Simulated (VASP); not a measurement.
# TlBr (Pm-3m) in VASP: notebook

TlBr is run at these levels: r2SCAN, r2SCAN+D4; tasks: electric field gradients.

Everything below comes from runs of VASP 6.6.1. Logs are shortened: lines on timing, memory, paths and dates and some standing lists are left out, and cuts for length are marked.

### 1 The cell of the first run

Symmetry: Pm-3m, No. 221, cubic system. Conventional cell: a = 3.980 Å, b = 3.980 Å, c = 3.980 Å, α = 90.00°, β = 90.00°, γ = 90.00°. Within 4.5 Å of Tl (site symmetry m-3m) lie 8 Br at 3.45 Å and 6 Tl at 3.98 Å. Br (site symmetry m-3m) has 8 Tl at 3.45 Å and 6 Br at 3.98 Å within 4.5 Å.

### 2 Electric field gradients, r2SCAN (31.52 Å³/atom)

File POSCAR:

```
TlBr
1.0
    3.9800000000      0.0000000000      0.0000000000
    0.0000000000      3.9800000000      0.0000000000
    0.0000000000      0.0000000000      3.9800000000
Tl Br
1 1
Direct
    0.0000000000      0.0000000000      0.0000000000
    0.5000000000      0.5000000000      0.5000000000
```

File INCAR.step1:

```
SYSTEM = TlBr
PREC = Accurate
ENCUT = 440
ISMEAR = -1
SIGMA = 0.03
LREAL = .False.
LASPH = .True.
NELM = 120
NBANDS = 17
GGA = PE
ALGO = Normal
EDIFF = 1E-5
LWAVE = .True.
LCHARG = .False.
GGA_COMPAT = .False.
```

File INCAR.step2:

```
SYSTEM = TlBr
PREC = Accurate
ENCUT = 440
EDIFF = 1E-8
ISMEAR = -1
SIGMA = 0.03
LREAL = .False.
LASPH = .True.
NELM = 120
ALGO = Normal
ISIF = 2
LWAVE = .False.
LCHARG = .False.
METAGGA = R2SCAN
LMIXTAU = .True.
LEFG = .True.
NBANDS = 17
ISTART = 1
GGA_COMPAT = .False.
```

File KPOINTS:

```
regular mesh
0
Gamma
  7 7 7
  0 0 0
```

Potentials or basis: VASP PAW PBE potentials, release 64 (Tl_d, Br).

Run with:

```
> cat potpaw_PBE.64/Tl_d/POTCAR potpaw_PBE.64/Br/POTCAR > POTCAR
> cp INCAR.step1 INCAR
> mpirun -np 1 vasp_std > vasp.out
> cp INCAR.step2 INCAR
> mpirun -np 1 vasp_std > vasp.out
```

OUTCAR:

```text
SYSTEM = TlBr
   PREC = Accurate
   ENCUT = 440
   EDIFF = 1E-8
   ISMEAR = -1
   LREAL = .False.
   LASPH = .True.
   NELM = 120
   ISIF = 2
   METAGGA = R2SCAN
   ISTART = 1

 ion  position               nearest neighbor table
   1  0.000  0.000  0.000-   2 3.45   2 3.45   2 3.45   2 3.45   2 3.45   2 3.45   2 3.45   2 3.45

   2  0.500  0.500  0.500-   1 3.45   1 3.45   1 3.45   1 3.45   1 3.45   1 3.45   1 3.45   1 3.45

  LATTYP: Found a simple cubic cell.
 ALAT       =     3.9800000000

  Lattice vectors:

 A1 = (   3.9800000000,   0.0000000000,   0.0000000000)
 A2 = (   0.0000000000,   3.9800000000,   0.0000000000)
 A3 = (   0.0000000000,   0.0000000000,   3.9800000000)

Analysis of symmetry for initial positions (statically):
=====================================================================
 Subroutine PRICEL returns:
 Original cell was already a primitive cell.

 Routine SETGRP: Setting up the symmetry group for a
 simple cubic supercell.

 Subroutine GETGRP returns: Found 48 space group operations
 (whereof 48 operations were pure point group operations)
 out of a pool of 48 trial point group operations.

The static configuration has the point symmetry O_h .

Analysis of symmetry for dynamics (positions and initial velocities):
=====================================================================
 Subroutine PRICEL returns:
 Original cell was already a primitive cell.

 Routine SETGRP: Setting up the symmetry group for a
 simple cubic supercell.

 Subroutine GETGRP returns: Found 48 space group operations
 (whereof 48 operations were pure point group operations)
 out of a pool of 48 trial point group operations.

The dynamic configuration has the point symmetry O_h .

 Subroutine INISYM returns: Found 48 space group operations
 (whereof 48 operations are pure point group operations),
 and found     1 'primitive' translations

----------------------------------------------------------------------------------------

                                     Primitive cell

  volume of cell :      63.0448

  direct lattice vectors                    reciprocal lattice vectors
     3.980000000  0.000000000  0.000000000     0.251256281  0.000000000  0.000000000
     0.000000000  3.980000000  0.000000000     0.000000000  0.251256281  0.000000000
     0.000000000  0.000000000  3.980000000     0.000000000  0.000000000  0.251256281

  length of vectors
     3.980000000  3.980000000  3.980000000     0.251256281  0.251256281  0.251256281

  position of ions in fractional coordinates (direct lattice)
     0.000000000  0.000000000  0.000000000
     0.500000000  0.500000000  0.500000000

  ion indices of the primitive-cell ions
   primitive index   ion index
                 1           1
                 2           2

----------------------------------------------------------------------------------------

 KPOINTS: regular mesh

Automatic generation of k-mesh.
 Grid dimensions read from file:
 generate k-points for:    7    7    7

 Generating k-lattice:

  Cartesian coordinates                     Fractional coordinates (reciprocal lattice)
     0.035893754  0.000000000  0.000000000     0.142857143  0.000000000  0.000000000
     0.000000000  0.035893754  0.000000000     0.000000000  0.142857143  0.000000000
     0.000000000  0.000000000  0.035893754     0.000000000  0.000000000  0.142857143

  Length of vectors
     0.035893754  0.035893754  0.035893754

  Shift w.r.t. Gamma in fractional coordinates (k-lattice)
     0.000000000  0.000000000  0.000000000

 Subroutine IBZKPT returns following result:
 ===========================================

 Found     20 irreducible k-points:

 Following reciprocal coordinates:
            Coordinates               Weight
  0.000000  0.000000  0.000000      1.000000
  0.142857  0.000000  0.000000      6.000000
  0.285714  0.000000  0.000000      6.000000
  0.428571  0.000000  0.000000      6.000000
  0.142857  0.142857  0.000000     12.000000
  0.285714  0.142857  0.000000     24.000000
[... 12 lines left out ...]
  0.428571  0.428571  0.285714     24.000000
  0.428571  0.428571  0.428571      8.000000
   k-points           NKPTS =     20   k-points in BZ     NKDIM =     20   number of bands    NBANDS=     17
   number of dos      NEDOS =    301   number of ions     NIONS =      2
   total plane-waves  NPLWV =  21952
   dimension x,y,z NGX =    28 NGY =   28 NGZ =   28
   dimension x,y,z NGXF=    56 NGYF=   56 NGZF=   56
   ions per type =               1   1
   NGX,Y,Z   is equivalent  to a cutoff of  11.70, 11.70, 11.70 a.u.
   NGXF,Y,Z  is equivalent  to a cutoff of  23.39, 23.39, 23.39 a.u.
 SYSTEM =  TlBr
   PREC   = accura    normal or accurate (medium, high low for compatibility)
   ISTART =      1    job   : 0-new  1-cont  2-samecut
   ICHARG =      0    charge: 1-file 2-atom 10-const
   ISPIN  =      1    spin polarized calculation?
   LNONCOLLINEAR =      F non collinear calculations
   LSORBIT =      F    spin-orbit coupling
   LASPH  =      T    aspherical Exc in radial PAW
   ENCUT  =  440.0 eV  32.34 Ry    5.69 a.u.   6.81  6.81  6.81*2*pi/ulx,y,z
   NELM   =    120;   NELMIN=  2; NELMDL=  0     # of ELM steps
   EDIFF  = 0.1E-07   stopping-criterion for ELM
   LREAL  =      F    real-space projection
   EDIFFG = 0.1E-06   stopping-criterion for IOM
   NSW    =      0    number of steps for IOM
   IBRION =     -1    ionic relax: 0-MD 1-quasi-New 2-CG
   NFREE  =      0    steps in history (QN), initial steepest desc. (CG)
   ISIF   =      2    stress and relaxation
   ISYM   =      2    0-nonsym 1-usesym 2-fastsym
   POTIM  = 0.5000    time-step for ionic-motion
   TEBEG  =    0.0;   TEEND  =   0.0 temperature during run
   PSTRESS=    0.0 pullay stress
   NELECT =      20.0000    total number of electrons
   NUPDOWN=      -1.0000    fix difference up-down
   EMIN   =  10.00;   EMAX   =-10.00  energy-range for DOS
   EFERMI =   0.00;   METHOD = LEGACY
   ISMEAR =    -1;   SIGMA  =   0.03  broadening in eV -4-tet -1-fermi 0-gaus
   EFERMI_NEDOS =   21; number of points for ismear=-14 and -15
   IALGO  =     38    algorithm
   IMIX   =      4    mixing-type and parameters
     AMIX     =   0.40;   BMIX     =  1.00
     AMIX_MAG =   1.60;   BMIX_MAG =  1.00
  volume/ion in A,a.u.               =      31.52       212.72
  Fermi-wavevector in a.u.,A,eV,Ry     =   1.116525  2.109926 16.961403  1.246628
  Thomas-Fermi vector in A             =   2.253140
   LORBIT       =      0    0 simple, 1 ext, 2 COOP (PROOUT), +10 PAW based schemes
   METAGGA = R2SCAN    functional components
   LHFCALC =     F    Hartree Fock is set to
   AEXX    =    0.0000 exact exchange contribution
   IVDW    =     0    specifies the selected vdW correction
   LEPSILON=     F    determine dielectric tensor
   LRPA    =     F    only Hartree local field effects (RPA)
 non-spin polarized calculation
  energy-cutoff  :      440.00
  volume of cell :       63.04
 maximum number of plane-waves:      1357
 NGX is ok and might be reduce to    28
   NGX = 13   NGY = 13   NGZ = 13

 number of electron      20.0000001 magnetization

 Free energy of the ion-electron system (eV)
  ---------------------------------------------------
  ext. energy  EPLUGINS =         0.00000000
  ---------------------------------------------------
  free energy    TOTEN  =       -68.38043885 eV

  energy without entropy =      -68.38043885  energy(sigma->0) =      -68.38043885

 E-fermi :   2.5627     XC(G=0):  -9.4266

 val. band max:        1.9317877466   @ k =   0.4286   0.0000   0.0000
 cond. band min:       4.6399471585   @ k =   0.4286   0.0000   0.0000
 fundamental gap:      2.7081594119
 Fermi energy:         2.5627112273

 k-point     1 :       0.0000    0.0000    0.0000
  band No.  band energies     occupation
      1     -12.1540      2.00000
      2      -8.3771      2.00000
      3      -8.3771      2.00000
      4      -8.1955      2.00000
      5      -8.1955      2.00000
      6      -8.1955      2.00000
[... 9 lines left out ...]
     16      14.0215      0.00000
     17      16.2427      0.00000

 k-point     2 :       0.1429    0.0000    0.0000
  band No.  band energies     occupation
      1     -12.1107      2.00000
      2      -8.3752      2.00000
      3      -8.3521      2.00000
      4      -8.2069      2.00000
      5      -8.2069      2.00000
      6      -8.1945      2.00000
[... 9 lines left out ...]
     16      15.1198      0.00000
     17      15.9728      0.00000

 k-point     3 :       0.2857    0.0000    0.0000
  band No.  band energies     occupation
      1     -12.0097      2.00000
      2      -8.3710      2.00000
      3      -8.2973      2.00000
      4      -8.2323      2.00000
      5      -8.2323      2.00000
      6      -8.1922      2.00000
[... 9 lines left out ...]
     16      14.4695      0.00000
     17      16.1767      0.00000

 k-point     4 :       0.4286    0.0000    0.0000
  band No.  band energies     occupation
      1     -11.9246      2.00000
      2      -8.3676      2.00000
      3      -8.2550      2.00000
      4      -8.2524      2.00000
      5      -8.2524      2.00000
      6      -8.1904      2.00000
[... 9 lines left out ...]
     16      15.2989      0.00000
     17      16.3401      0.00000
[... 263 lines left out ...]
      1     -11.7509      2.00000
      2      -8.2956      2.00000
      3      -8.2680      2.00000
      4      -8.2363      2.00000
      5      -8.2228      2.00000
      6      -8.1883      2.00000
[... 9 lines left out ...]
     16      14.0679      0.00000
     17      17.5451      0.00000

 k-point    19 :       0.4286    0.4286    0.2857
  band No.  band energies     occupation
      1     -11.6942      2.00000
      2      -8.2992      2.00000
      3      -8.2908      2.00000
      4      -8.2534      2.00000
      5      -8.2114      2.00000
      6      -8.1595      2.00000
[... 9 lines left out ...]
     16      14.6985      0.00000
     17      18.0206      0.00000

 k-point    20 :       0.4286    0.4286    0.4286
  band No.  band energies     occupation
      1     -11.6284      2.00000
      2      -8.3204      2.00000
      3      -8.3204      2.00000
      4      -8.2990      2.00000
      5      -8.1583      2.00000
      6      -8.1583      2.00000
[... 9 lines left out ...]
     16      15.3017      0.00000
     17      19.3574      0.00000

------------------------ aborting loop because EDIFF is reached ----------------------------------------

  FORCE on cell =-STRESS in cart. coord.  units (eV):
  Direction    XX          YY          ZZ          XY          YZ          ZX
  --------------------------------------------------------------------------------------
  -------------------------------------------------------------------------------------
  Total        0.1199226      0.1199226      0.1199226      0.0000000      0.0000000      0.0000000
  in kB        3.0476319      3.0476319      3.0476319      0.0000000      0.0000000      0.0000000
  external PRESSURE =       3.0476319 kB  Pullay stress =       0.0000000 kB

 VOLUME and BASIS-vectors are now :
 -----------------------------------------------------------------------------
  energy-cutoff  :      440.00
  volume of cell :       63.04
      direct lattice vectors                 reciprocal lattice vectors
     3.980000000  0.000000000  0.000000000     0.251256281  0.000000000  0.000000000
     0.000000000  3.980000000  0.000000000     0.000000000  0.251256281  0.000000000
     0.000000000  0.000000000  3.980000000     0.000000000  0.000000000  0.251256281

 POSITION                                       TOTAL-FORCE (eV/Angst)
 -----------------------------------------------------------------------------------
      0.00000      0.00000      0.00000         0.000000      0.000000      0.000000
      1.99000      1.99000      1.99000         0.000000      0.000000      0.000000
 -----------------------------------------------------------------------------------
    total drift:                                0.000000      0.000000      0.000000

  FREE ENERGIE OF THE ION-ELECTRON SYSTEM (eV)
  ---------------------------------------------------
  free  energy   TOTEN  =       -68.3804388513 eV

  energy  without entropy=      -68.3804388513  energy(sigma->0) =      -68.38043885

 Electric field gradients (V/A^2)
---------------------------------------------------------------------
 ion       V_xx      V_yy      V_zz      V_xy      V_xz      V_yz
---------------------------------------------------------------------
   1       0.000    -0.000    -0.000    -0.000    -0.000    -0.000
   2      -0.000    -0.000    -0.000    -0.000    -0.000    -0.000
---------------------------------------------------------------------

 Electric field gradients after diagonalization (V/A^2)
 (convention: |V_zz| > |V_xx| > |V_yy|)
----------------------------------------------------------------------
 ion       V_xx      V_yy      V_zz     asymmetry (V_yy - V_xx)/ V_zz
----------------------------------------------------------------------
   1       0.000    -0.000    -0.000       1.373
   2      -0.000    -0.000    -0.000      -0.578
----------------------------------------------------------------------

           NMR quadrupolar parameters

 Cq : quadrupolar parameter    Cq=e*Q*V_zz/h
 eta: asymmetry parameters     (V_yy - V_xx)/ V_zz
 Q  : nuclear electric quadrupole moment in mb (millibarn)
----------------------------------------------------------------------
 ion       Cq(MHz)       eta       Q (mb)
----------------------------------------------------------------------
   1      -0.000       1.373       1.000
   2      -0.000      -0.578       1.000
----------------------------------------------------------------------
```

It took 2.2 min on 1 thread of AMD EPYC 7R13, shared host; peak memory 0.14 GiB.

Results:

| Property | Result |
| --- | --- |
| Free energy | -68.3804 eV |
| Pressure | 0.3 GPa |
| Band gap on the k mesh | 2.71 eV |
| Largest electric field gradient by atom | zero within the noise of the run |

Caveat: the PAW data sets were made with another functional, which shifts forces and pressure a little; spin-orbit coupling is left out, which moves the levels of the heavy elements; an odd mesh through Γ misses points on the zone boundary, where band edges can lie.

(Part 1 of 2 ends here.)
